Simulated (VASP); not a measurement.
A run of VASP 6.6.1 is set up as follows.

File POSCAR:

```
In3Se
1.0
    4.7432691255      0.0000000000      0.0000000000
    0.0000000000      4.7432691255      0.0000000000
    0.0000000000      0.0000000000      4.7432691255
In Se
3 1
Direct
    0.0000000000      0.5000000000      0.5000000000
    0.5000000000      0.0000000000      0.5000000000
    0.5000000000      0.5000000000      0.0000000000
    0.0000000000      0.0000000000      0.0000000000
```

INCAR.step1

```
ALGO = Normal
EDIFF = 1E-4
ENCUT = 520
GGA = PE
ISMEAR = 0
LASPH = T
LCHARG = F
LREAL = F
LWAVE = T
NBANDS = 30
NELM = 80
PREC = Accurate
SIGMA = 0.1
```

Contents of INCAR.step2:

```
ALGO = Normal
EDIFF = 1E-7
ENCUT = 520
ISIF = 2
ISMEAR = 0
ISTART = 1
LASPH = T
LCHARG = F
LMIXTAU = T
LREAL = F
LWAVE = F
METAGGA = R2SCAN
NBANDS = 30
NELM = 80
PREC = Accurate
SIGMA = 0.1
```

The input KPOINTS:

```
k-points
0
Gamma
  10 10 10
```

Potentials or basis: VASP PAW PBE potentials, release 64 (In_d, Se).

The run is started by

```sh
$ cat potpaw_PBE.64/In_d/POTCAR potpaw_PBE.64/Se/POTCAR > POTCAR
$ cp INCAR.step1 INCAR
$ mpirun -np 1 vasp_std > vasp.out
$ cp INCAR.step2 INCAR
$ mpirun -np 1 vasp_std > vasp.out
```

(1) Estimate the pressure.

(2) What does it give for the band gap on the k mesh?

Results:

(1) 0.0 GPa.

(2) zero (an odd number of electrons rules out a gap without spin polarisation).

Caveat: the PAW data sets were made with another functional, which shifts forces and pressure a little; spin-orbit coupling is left out, which moves the levels of the heavy elements.
